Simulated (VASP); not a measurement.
# Tl (Fm-3m) in VASP: single point with PBE

Aim: the single point of Tl with PBE.

Everything below comes from runs of VASP 6.6.1. Logs are shortened: lines on timing, memory, paths and dates and some standing lists are left out, and cuts for length are marked.

**1. The cell of the first run**

Symmetry: Fm-3m, No. 225, cubic system. Conventional cell: a = 4.997 Å, b = 4.997 Å, c = 4.997 Å, α = 90.00°, β = 90.00°, γ = 90.00°. Tl (site symmetry m-3m) has 12 Tl at 3.53 Å within 4.6 Å.

This isn't the form of Tl at room conditions, which is hcp.

**2. Single point, PBE**

Contents of INCAR:

```
SYSTEM = Tl
  PREC = Accurate
  ENCUT = 500
  EDIFF = 1E-6
  ISMEAR = -1
  SIGMA = 0.1
  LREAL = .False.
  LASPH = .True.
  NELM = 120
  ALGO = Normal
  ISIF = 2
  LWAVE = .False.
  LCHARG = .False.
  GGA = PE
  NBANDS = 34
  GGA_COMPAT = .False.
```

Contents of KPOINTS:

```
regular mesh
0
Gamma
  2 2 2
  0 0 0
```

Contents of POSCAR:

```
Tl
1.0
    4.9972113000      0.0000000000      0.0000000000
    0.0000000000      4.9972113000      0.0000000000
    0.0000000000      0.0000000000      4.9972113000
Tl
4
Direct
    0.5000000000      0.5000000000      0.0000000000
    0.0000000000      0.0000000000      0.0000000000
    0.5000000000      0.0000000000      0.5000000000
    0.0000000000      0.5000000000      0.5000000000
```

Potentials or basis: VASP PAW PBE potentials, release 64 (Tl_d).

The run is started by

```sh
$ cat potpaw_PBE.64/Tl_d/POTCAR > POTCAR
$ mpirun -np 1 vasp_std > vasp.out
```

OUTCAR:

```text
SYSTEM = Tl
   PREC = Accurate
   ENCUT = 500
   EDIFF = 1E-6
   ISMEAR = -1
   LREAL = .False.
   LASPH = .True.
   NELM = 120
   ISIF = 2
   GGA = PE

 ion  position               nearest neighbor table
   1  0.500  0.500  0.000-   2 3.53   3 3.53   4 3.53   3 3.53   4 3.53   2 3.53   3 3.53   3 3.53
                             2 3.53   4 3.53   4 3.53   2 3.53
   2  0.000  0.000  0.000-   1 3.53   3 3.53   4 3.53   3 3.53   4 3.53   1 3.53   4 3.53   4 3.53
                             1 3.53   3 3.53   3 3.53   1 3.53
   3  0.500  0.000  0.500-   1 3.53   2 3.53   4 3.53   1 3.53   2 3.53   1 3.53   4 3.53   1 3.53
                             2 3.53   4 3.53   2 3.53   4 3.53
   4  0.000  0.500  0.500-   1 3.53   2 3.53   3 3.53   1 3.53   2 3.53   2 3.53   3 3.53   2 3.53
                             1 3.53   3 3.53   1 3.53   3 3.53

  LATTYP: Found a simple cubic cell.
 ALAT       =     4.9972113000

  Lattice vectors:

 A1 = (   4.9972113000,   0.0000000000,   0.0000000000)
 A2 = (   0.0000000000,   4.9972113000,   0.0000000000)
 A3 = (   0.0000000000,   0.0000000000,   4.9972113000)

Analysis of symmetry for initial positions (statically):
=====================================================================
 Subroutine PRICEL returns following result:

  LATTYP: Found a face centered cubic cell.
 ALAT       =     4.9972113000

  Lattice vectors:

 A1 = (   2.4986056500,  -2.4986056500,   0.0000000000)
 A2 = (   2.4986056500,   0.0000000000,   2.4986056500)
 A3 = (   0.0000000000,  -2.4986056500,   2.4986056500)

   4 primitive cells build up your supercell.

 Routine SETGRP: Setting up the symmetry group for a
 simple cubic supercell.

 Subroutine GETGRP returns: Found 48 space group operations
 (whereof 48 operations were pure point group operations)
 out of a pool of 48 trial point group operations.

The static configuration has the point symmetry O_h .

Analysis of symmetry for dynamics (positions and initial velocities):
=====================================================================
 Subroutine PRICEL returns following result:

  LATTYP: Found a face centered cubic cell.
 ALAT       =     4.9972113000

  Lattice vectors:

 A1 = (   2.4986056500,  -2.4986056500,   0.0000000000)
 A2 = (   2.4986056500,   0.0000000000,   2.4986056500)
 A3 = (   0.0000000000,  -2.4986056500,   2.4986056500)

   4 primitive cells build up your supercell.

 Routine SETGRP: Setting up the symmetry group for a
 simple cubic supercell.

[... 78 lines left out ...]
   LASPH  =      T    aspherical Exc in radial PAW
   ENCUT  =  500.0 eV  36.75 Ry    6.06 a.u.   9.11  9.11  9.11*2*pi/ulx,y,z
   NELM   =    120;   NELMIN=  2; NELMDL= -5     # of ELM steps
   EDIFF  = 0.1E-05   stopping-criterion for ELM
   LREAL  =      F    real-space projection
   EDIFFG = 0.1E-04   stopping-criterion for IOM
   NSW    =      0    number of steps for IOM
   IBRION =     -1    ionic relax: 0-MD 1-quasi-New 2-CG
   NFREE  =      0    steps in history (QN), initial steepest desc. (CG)
   ISIF   =      2    stress and relaxation
   ISYM   =      2    0-nonsym 1-usesym 2-fastsym
   POTIM  = 0.5000    time-step for ionic-motion
   TEBEG  =    0.0;   TEEND  =   0.0 temperature during run
   PSTRESS=    0.0 pullay stress
   NELECT =      52.0000    total number of electrons
   NUPDOWN=      -1.0000    fix difference up-down
   EMIN   =  10.00;   EMAX   =-10.00  energy-range for DOS
   EFERMI =   0.00;   METHOD = LEGACY
   ISMEAR =    -1;   SIGMA  =   0.10  broadening in eV -4-tet -1-fermi 0-gaus
   EFERMI_NEDOS =   21; number of points for ismear=-14 and -15
   IALGO  =     38    algorithm
   IMIX   =      4    mixing-type and parameters
     AMIX     =   0.40;   BMIX     =  1.00
     AMIX_MAG =   1.60;   BMIX_MAG =  1.00
  volume/ion in A,a.u.               =      31.20       210.53
  Fermi-wavevector in a.u.,A,eV,Ry     =   1.222780  2.310719 20.343299  1.495190
  Thomas-Fermi vector in A             =   2.357914
   LORBIT       =      0    0 simple, 1 ext, 2 COOP (PROOUT), +10 PAW based schemes
   GGA     = PE    functional components
   LHFCALC =     F    Hartree Fock is set to
   AEXX    =    0.0000 exact exchange contribution
   IVDW    =     0    specifies the selected vdW correction
   LEPSILON=     F    determine dielectric tensor
   LRPA    =     F    only Hartree local field effects (RPA)
 non-spin polarized calculation
  energy-cutoff  :      500.00
  volume of cell :      124.79
 maximum number of plane-waves:      3191
   NGX = 19   NGY = 19   NGZ = 19

 number of electron      51.9999993 magnetization

 Free energy of the ion-electron system (eV)
  ---------------------------------------------------
  ext. energy  EPLUGINS =         0.00000000
  ---------------------------------------------------
  free energy    TOTEN  =        -7.80134036 eV

  energy without entropy =       -7.60349903  energy(sigma->0) =       -7.70241969

 E-fermi :   6.2631     XC(G=0):  -9.7386

 val. band max:        6.1613972639   @ k =   0.5000   0.0000   0.0000
 cond. band min:       6.6772333724   @ k =   0.5000   0.5000   0.0000
 fundamental gap:      0.5158361085
 Fermi energy:         6.2630781463

 k-point     1 :       0.0000    0.0000    0.0000
  band No.  band energies     occupation
      1      -6.0687      2.00000
      2      -6.0687      2.00000
      3      -6.0687      2.00000
      4      -5.9848      2.00000
      5      -5.9848      2.00000
      6      -5.9848      2.00000
[... 137 lines left out ...]
     33      13.3528      0.00000
     34      13.3528      0.00000

------------------------ aborting loop because EDIFF is reached ----------------------------------------

  FORCE on cell =-STRESS in cart. coord.  units (eV):
  Direction    XX          YY          ZZ          XY          YZ          ZX
  --------------------------------------------------------------------------------------
  -------------------------------------------------------------------------------------
  Total        0.4530720      0.4530720      0.4530720      0.0000000      0.0000000     -0.0000000
  in kB        5.8169406      5.8169406      5.8169406      0.0000000      0.0000000     -0.0000000
  external PRESSURE =       5.8169406 kB  Pullay stress =       0.0000000 kB

 VOLUME and BASIS-vectors are now :
 -----------------------------------------------------------------------------
  energy-cutoff  :      500.00
  volume of cell :      124.79
      direct lattice vectors                 reciprocal lattice vectors
     4.997211300  0.000000000  0.000000000     0.200111610  0.000000000  0.000000000
     0.000000000  4.997211300  0.000000000     0.000000000  0.200111610  0.000000000
     0.000000000  0.000000000  4.997211300     0.000000000  0.000000000  0.200111610

 POSITION                                       TOTAL-FORCE (eV/Angst)
 -----------------------------------------------------------------------------------
      2.49861      2.49861      0.00000        -0.000000     -0.000000     -0.000000
      0.00000      0.00000      0.00000         0.000000      0.000000     -0.000000
      2.49861      0.00000      2.49861        -0.000000      0.000000      0.000000
      0.00000      2.49861      2.49861         0.000000     -0.000000     -0.000000
 -----------------------------------------------------------------------------------
    total drift:                                0.000000      0.000000      0.000000

  FREE ENERGIE OF THE ION-ELECTRON SYSTEM (eV)
  ---------------------------------------------------
  free  energy   TOTEN  =        -7.8013403637 eV

  energy  without entropy=       -7.6034990250  energy(sigma->0) =       -7.70241969
```

OSZICAR:

```text
N       E                     dE             d eps       ncg     rms          rms(c)
DAV:   1     0.283282485139E+03    0.28328E+03   -0.27272E+04   272   0.139E+03
DAV:   2    -0.121654893751E+01   -0.28450E+03   -0.27853E+03   294   0.318E+02
DAV:   3    -0.781296811929E+01   -0.65964E+01   -0.65031E+01   316   0.409E+01
DAV:   4    -0.786012141294E+01   -0.47153E-01   -0.47136E-01   294   0.355E+00
DAV:   5    -0.786096116275E+01   -0.83975E-03   -0.83975E-03   302   0.456E-01    0.372E+00
DAV:   6    -0.780124769582E+01    0.59713E-01   -0.15000E-01   272   0.228E+00    0.266E+00
DAV:   7    -0.780023637656E+01    0.10113E-02   -0.68470E-02   272   0.152E+00    0.975E-01
DAV:   8    -0.780118977722E+01   -0.95340E-03   -0.59198E-03   272   0.419E-01    0.736E-02
DAV:   9    -0.780129835908E+01   -0.10858E-03   -0.89836E-05   286   0.516E-02    0.455E-02
DAV:  10    -0.780133943406E+01   -0.41075E-04   -0.45390E-05   274   0.301E-02    0.469E-03
DAV:  11    -0.780134036366E+01   -0.92960E-06   -0.61853E-07   178   0.349E-03
   1 F= -.78013404E+01 E0= -.77024197E+01  d E =-.197841E+00
```

stdout:

```text
POSCAR found type information on POSCAR Tl
 POSCAR found :  1 types and       4 ions
 scaLAPACK will be used
 LDA part: xc-table for (Slater+PW92), standard interpolation
 POSCAR, INCAR and KPOINTS ok, starting setup
 FFT: planning ... GRIDC
 FFT: planning ... GRID_SOFT
 FFT: planning ... GRID
 WAVECAR not read
 entering main loop
```

Wall time 26 s (1 thread of Intel Xeon Platinum 8259CL at 2.50GHz (Skylake/Cascade Lake), shared host); peak memory 0.19 GiB.

Results:

| Item | Value |
| --- | --- |
| Free energy | -7.8013 eV |
| Pressure | 0.6 GPa |
| Band gap on the k mesh | zero (bands 26 and 27 overlap by 3.52 eV) |

Levels at points of the mesh, in eV from the Fermi level:
| k point | band 23 | band 24 | band 25 | band 26 | band 27 | band 28 | band 29 | band 30 | band 31 | band 32 |
| --- | --- | --- | --- | --- | --- | --- | --- | --- | --- | --- |
| (0.00, 0.00, 0.00) | -4.36 | -4.36 | -2.13 | -2.13 | -2.13 | 3.33 | 3.33 | 3.33 | 3.33 | 3.33 |
| (0.50, 0.00, 0.00) | -4.28 | -4.28 | -0.10 | -0.10 | -0.10 | -0.10 | 1.55 | 1.55 | 4.05 | 4.05 |
| (0.50, 0.50, 0.00) | -6.76 | -6.76 | 0.41 | 0.41 | 0.41 | 0.41 | 1.79 | 1.79 | 1.79 | 1.79 |
| (0.50, 0.50, 0.50) | -5.89 | -5.89 | -3.10 | -3.10 | -3.10 | -3.10 | 7.09 | 7.09 | 7.09 | 7.09 |

Caveat: the k points lie up to 0.63 Å⁻¹ apart, too coarse for converged energies and pressures of a metal; spin-orbit coupling is left out, which moves the levels of the heavy elements.

The gap in the log of VASP goes by the Fermi energy; the results here count the filled bands.